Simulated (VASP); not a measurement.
# Mo in VASP: single point with LDA

Aim: the single point of Mo with LDA.

Everything below comes from runs of VASP 6.6.1. Logs are shortened: lines on timing, memory, paths and dates and some standing lists are left out, and cuts for length are marked.

### 1 The cell of the first run

The cell holds a slab with vacuum, 6 atoms: a = 4.400 Å, b = 4.400 Å, c = 18.491 Å, α = 90.00°, β = 90.00°, γ = 120.00°.

### 2 Single point, LDA

INCAR reads:

```
PREC = Accurate
ENCUT = 520
EDIFF = 1E-6
ISMEAR = 0
SIGMA = 0.1
LREAL = F
LASPH = T
NELM = 100
ALGO = Fast
ISIF = 2
LWAVE = F
LCHARG = T
LDIPOL = T
IDIPOL = 3
DIPOL = 0.5 0.5 0.495
GGA = CA
LELF = T
LVHAR = T
LVACPOTAV = T
NBANDS = 51
```

KPOINTS reads:

```
Automatic mesh
0
Gamma
  9 9 1
```

POSCAR reads:

```
Mo
1.0
    4.4001385491      0.0000000000      0.0000000000
   -2.2000692746      3.8106317637      0.0000000000
    0.0000000000      0.0000000000     18.4908726012
Mo
6
Direct
    0.6666666667      0.3333333333      0.3785651522
    0.3333333333      0.6666666667      0.4271390913
    0.0000000000      0.0000000000      0.4757130304
    0.6666666667      0.3333333333      0.5204636704
    0.3333333333      0.6666666667      0.5638343375
    0.0000000000      0.0000000000      0.6057353603
```

Potentials or basis: VASP PAW LDA potentials, release 64 (Mo_sv).

Started as:

```
> cat potpaw_LDA.64/Mo_sv/POTCAR > POTCAR
> mpirun -np 1 vasp_std > vasp.out
```

OUTCAR:

```text
PREC = Accurate
   ENCUT = 520
   EDIFF = 1E-6
   ISMEAR = 0
   LREAL = F
   LASPH = T
   NELM = 100
   ISIF = 2
   GGA = CA

 ion  position               nearest neighbor table
   1  0.667  0.333  0.379-   4 2.62   2 2.69   2 2.69   2 2.69   3 3.11   3 3.11   3 3.11
   2  0.333  0.667  0.427-   5 2.53   1 2.69   1 2.69   3 2.69   3 2.69   3 2.69   1 2.69   4 3.07
                             4 3.07   4 3.07
   3  0.000  0.000  0.476-   6 2.40   4 2.67   4 2.67   4 2.67   2 2.69   2 2.69   2 2.69   5 3.02
                             5 3.02   5 3.02   1 3.11   1 3.11   1 3.11
   4  0.667  0.333  0.520-   1 2.62   5 2.66   5 2.66   5 2.66   3 2.67   3 2.67   3 2.67   6 2.99
                             6 2.99   6 2.99   2 3.07   2 3.07   2 3.07
   5  0.333  0.667  0.564-   2 2.53   6 2.66   6 2.66   6 2.66   4 2.66   4 2.66   4 2.66   3 3.02
                             3 3.02   3 3.02
   6  0.000  0.000  0.606-   3 2.40   5 2.66   5 2.66   5 2.66   4 2.99   4 2.99   4 2.99

  LATTYP: Found a hexagonal cell.
 ALAT       =     4.4001385491
 C/A-ratio  =     4.2023387207

  Lattice vectors:

 A1 = (   4.4001385491,   0.0000000000,   0.0000000000)
 A2 = (  -2.2000692746,   3.8106317637,   0.0000000000)
 A3 = (   0.0000000000,   0.0000000000,  18.4908726012)

Analysis of symmetry for initial positions (statically):
=====================================================================
 Subroutine PRICEL returns:
 Original cell was already a primitive cell.

 Routine SETGRP: Setting up the symmetry group for a
 hexagonal supercell.

 Subroutine GETGRP returns: Found  6 space group operations
 (whereof  6 operations were pure point group operations)
 out of a pool of 24 trial point group operations.

The static configuration has the point symmetry C_3v.

Analysis of symmetry for dynamics (positions and initial velocities):
=====================================================================
 Subroutine PRICEL returns:
 Original cell was already a primitive cell.

 Routine SETGRP: Setting up the symmetry group for a
 hexagonal supercell.

 Subroutine GETGRP returns: Found  6 space group operations
 (whereof  6 operations were pure point group operations)
 out of a pool of 24 trial point group operations.

The dynamic configuration has the point symmetry C_3v.

 Subroutine INISYM returns: Found  6 space group operations
 (whereof  6 operations are pure point group operations),
 and found     1 'primitive' translations

----------------------------------------------------------------------------------------

                                     Primitive cell

  volume of cell :     310.0422

  direct lattice vectors                    reciprocal lattice vectors
     4.400138549  0.000000000  0.000000000     0.227265571  0.131211839  0.000000000
    -2.200069275  3.810631764  0.000000000     0.000000000  0.262423677  0.000000000
     0.000000000  0.000000000 18.490872601     0.000000000  0.000000000  0.054080736

  length of vectors
     4.400138549  4.400138549 18.490872601     0.262423677  0.262423677  0.054080736

  position of ions in fractional coordinates (direct lattice)
     0.666666667  0.333333333  0.378565152
     0.333333333  0.666666667  0.427139091
     0.000000000  0.000000000  0.475713030
     0.666666667  0.333333333  0.520463670
     0.333333333  0.666666667  0.563834337
     0.000000000  0.000000000  0.605735360

  ion indices of the primitive-cell ions
   primitive index   ion index
                 1           1
                 2           2
                 3           3
                 4           4
                 5           5
                 6           6

----------------------------------------------------------------------------------------

 KPOINTS: Automatic mesh

Automatic generation of k-mesh.
 Grid dimensions read from file:
 generate k-points for:    9    9    1

 Generating k-lattice:

  Cartesian coordinates                     Fractional coordinates (reciprocal lattice)
     0.025251730  0.014579093  0.000000000     0.111111111 -0.000000000  0.000000000
     0.000000000  0.029158186  0.000000000     0.000000000  0.111111111  0.000000000
     0.000000000  0.000000000  0.054080736     0.000000000  0.000000000  1.000000000

  Length of vectors
     0.029158186  0.029158186  0.054080736

  Shift w.r.t. Gamma in fractional coordinates (k-lattice)
     0.000000000  0.000000000  0.000000000

 Subroutine IBZKPT returns following result:
 ===========================================

 Found     12 irreducible k-points:

 Following reciprocal coordinates:
            Coordinates               Weight
  0.000000  0.000000  0.000000      1.000000
  0.111111 -0.000000  0.000000      6.000000
  0.222222  0.000000  0.000000      6.000000
  0.333333 -0.000000  0.000000      6.000000
  0.444444  0.000000  0.000000      6.000000
  0.111111  0.111111  0.000000      6.000000
  0.222222  0.111111  0.000000     12.000000
  0.333333  0.111111  0.000000     12.000000
  0.444444  0.111111  0.000000      6.000000
  0.222222  0.222222  0.000000      6.000000
  0.333333  0.222222  0.000000     12.000000
  0.333333  0.333333  0.000000      2.000000
   k-points           NKPTS =     12   k-points in BZ     NKDIM =     12   number of bands    NBANDS=     51
   number of dos      NEDOS =    301   number of ions     NIONS =      6
   total plane-waves  NPLWV = 181440
   dimension x,y,z NGX =    36 NGY =   36 NGZ =  140
   dimension x,y,z NGXF=    72 NGYF=   72 NGZF=  280
   ions per type =               6
   NGX,Y,Z   is equivalent  to a cutoff of  13.60, 13.60, 12.59 a.u.
   NGXF,Y,Z  is equivalent  to a cutoff of  27.20, 27.20, 25.17 a.u.
 SYSTEM =  unknown system
   PREC   = accura    normal or accurate (medium, high low for compatibility)
   ISTART =      0    job   : 0-new  1-cont  2-samecut
   ICHARG =      2    charge: 1-file 2-atom 10-const
   ISPIN  =      1    spin polarized calculation?
   LNONCOLLINEAR =      F non collinear calculations
   LSORBIT =      F    spin-orbit coupling
   LASPH  =      T    aspherical Exc in radial PAW
   ENCUT  =  520.0 eV  38.22 Ry    6.18 a.u.   8.18  8.18 34.38*2*pi/ulx,y,z
   NELM   =    100;   NELMIN=  2; NELMDL= -5     # of ELM steps
   EDIFF  = 0.1E-05   stopping-criterion for ELM
   LREAL  =      F    real-space projection
   EDIFFG = 0.1E-04   stopping-criterion for IOM
   NSW    =      0    number of steps for IOM
   IBRION =     -1    ionic relax: 0-MD 1-quasi-New 2-CG
   NFREE  =      0    steps in history (QN), initial steepest desc. (CG)
   ISIF   =      2    stress and relaxation
   ISYM   =      2    0-nonsym 1-usesym 2-fastsym
   POTIM  = 0.5000    time-step for ionic-motion
   TEBEG  =    0.0;   TEEND  =   0.0 temperature during run
   PSTRESS=    0.0 pullay stress
   NELECT =      84.0000    total number of electrons
   NUPDOWN=      -1.0000    fix difference up-down
   EMIN   =  10.00;   EMAX   =-10.00  energy-range for DOS
   EFERMI =   0.00;   METHOD = LEGACY
   ISMEAR =     0;   SIGMA  =   0.10  broadening in eV -4-tet -1-fermi 0-gaus
   EFERMI_NEDOS =   21; number of points for ismear=-14 and -15
   IALGO  =     68    algorithm
   IMIX   =      4    mixing-type and parameters
     AMIX     =   0.40;   BMIX     =  1.00
     AMIX_MAG =   1.60;   BMIX_MAG =  1.00
  volume/ion in A,a.u.               =      51.67       348.71
  Fermi-wavevector in a.u.,A,eV,Ry     =   1.059321  2.001827 15.267934  1.122161
  Thomas-Fermi vector in A             =   2.194662
   LORBIT       =      0    0 simple, 1 ext, 2 COOP (PROOUT), +10 PAW based schemes
   GGA     = CA    functional components
   LHFCALC =     F    Hartree Fock is set to
   AEXX    =    0.0000 exact exchange contribution
   IVDW    =     0    specifies the selected vdW correction
   LEPSILON=     F    determine dielectric tensor
   LRPA    =     F    only Hartree local field effects (RPA)
 non-spin polarized calculation
 RMM-DIIS sequential band-by-band and
 Gauss-broadening in eV      SIGMA  =   0.10
  energy-cutoff  :      520.00
  volume of cell :      310.04
 maximum number of plane-waves:      8391
 NGX is ok and might be reduce to    36
   NGX = 17   NGY = 17   NGZ = 69

 dipolmoment           0.000000      0.000000     -0.373838 electrons x Angstroem

 number of electron      84.0000006 magnetization

 dipolmoment           0.000000      0.000000      0.016002 electrons x Angstroem

 Free energy of the ion-electron system (eV)
  ---------------------------------------------------
  ext. energy  EPLUGINS =         0.00000000
  ---------------------------------------------------
  free energy    TOTEN  =       -65.13015855 eV

  energy without entropy =      -65.09195200  energy(sigma->0) =      -65.11105528

 E-fermi :   0.9553     XC(G=0):  -5.3160

 val. band max:        0.9383090465   @ k =   0.1111  -0.0000   0.0000
 cond. band min:       0.9819315118   @ k =   0.3333  -0.0000   0.0000
 fundamental gap:      0.0436224653
 Fermi energy:         0.9552679623

 k-point     1 :       0.0000    0.0000    0.0000
  band No.  band energies     occupation
      1     -59.8684      2.00000
      2     -59.5941      2.00000
      3     -59.5379      2.00000
      4     -59.5082      2.00000
      5     -59.3597      2.00000
      6     -59.2731      2.00000
[... 43 lines left out ...]
     50       2.7500      0.00000
     51       3.1487      0.00000

 k-point     2 :       0.1111   -0.0000    0.0000
  band No.  band energies     occupation
      1     -59.8565      2.00000
      2     -59.5907      2.00000
      3     -59.5425      2.00000
      4     -59.5098      2.00000
      5     -59.3629      2.00000
      6     -59.2797      2.00000
[... 43 lines left out ...]
     50       2.7892      0.00000
     51       3.1109      0.00000

 k-point     3 :       0.2222    0.0000    0.0000
  band No.  band energies     occupation
      1     -59.8228      2.00000
      2     -59.5863      2.00000
      3     -59.5555      2.00000
      4     -59.5110      2.00000
      5     -59.3713      2.00000
      6     -59.2973      2.00000
[... 475 lines left out ...]
     50       2.4528      0.00000
     51       2.7549      0.00000

 k-point    12 :       0.3333    0.3333    0.0000
  band No.  band energies     occupation
      1     -59.6657      2.00000
      2     -59.6419      2.00000
      3     -59.6163      2.00000
      4     -59.4774      2.00000
      5     -59.4013      2.00000
      6     -59.3465      2.00000
[... 43 lines left out ...]
     50       2.3671      0.00000
     51       2.6732      0.00000

------------------------ aborting loop because EDIFF is reached ----------------------------------------

  FORCE on cell =-STRESS in cart. coord.  units (eV):
  Direction    XX          YY          ZZ          XY          YZ          ZX
  --------------------------------------------------------------------------------------
  -------------------------------------------------------------------------------------
  Total       -6.6243792     -6.6243792     -2.3002860      0.0000000      0.0000000      0.0000000
  in kB      -34.2322169    -34.2322169    -11.8869842      0.0000000      0.0000000      0.0000000
  external PRESSURE =     -26.7838060 kB  Pullay stress =       0.0000000 kB

 VOLUME and BASIS-vectors are now :
 -----------------------------------------------------------------------------
  energy-cutoff  :      520.00
  volume of cell :      310.04
      direct lattice vectors                 reciprocal lattice vectors
     4.400138549  0.000000000  0.000000000     0.227265571  0.131211839  0.000000000
    -2.200069275  3.810631764  0.000000000     0.000000000  0.262423677  0.000000000
     0.000000000  0.000000000 18.490872601     0.000000000  0.000000000  0.054080736

 POSITION                                       TOTAL-FORCE (eV/Angst)
 -----------------------------------------------------------------------------------
      2.20007      1.27021      7.00000         0.000000     -0.000000      1.653488
     -0.00000      2.54042      7.89817        -0.000000      0.000000     -0.287502
      0.00000      0.00000      8.79635        -0.000000      0.000000     -1.590823
      2.20007      1.27021      9.62383         0.000000     -0.000000      0.016070
     -0.00000      2.54042     10.42579         0.000000      0.000000      0.066655
      0.00000      0.00000     11.20058        -0.000000      0.000000      0.142112
 -----------------------------------------------------------------------------------
    total drift:                                0.000000      0.000000      0.001613

  FREE ENERGIE OF THE ION-ELECTRON SYSTEM (eV)
  ---------------------------------------------------
  free  energy   TOTEN  =       -65.1301585496 eV

  energy  without entropy=      -65.0919520042  energy(sigma->0) =      -65.11105528

 vacuum level on the upper side and lower side of the slab         5.144         4.972
```

Run time: 11 min. Hardware: 1 thread of Intel Xeon Platinum 8375C at 2.90GHz (Ice Lake), shared host; peak memory 0.39 GiB.

Results:

```yaml
Free_energy: -65.1302 eV
Largest_force: 1.653 eV/Å
Band_gap_on_the_k_mesh: zero (bands 42 and 43 overlap by 0.15 eV)
```

Forces in eV/Å, atoms in the order of the input:
```
Mo   0.000  0.000  1.653
Mo   0.000  0.000 -0.288
Mo   0.000  0.000 -1.591
Mo   0.000  0.000  0.016
Mo   0.000  0.000  0.067
Mo   0.000  0.000  0.142
```

The gap in the log of VASP goes by the Fermi energy; the results here count the filled bands.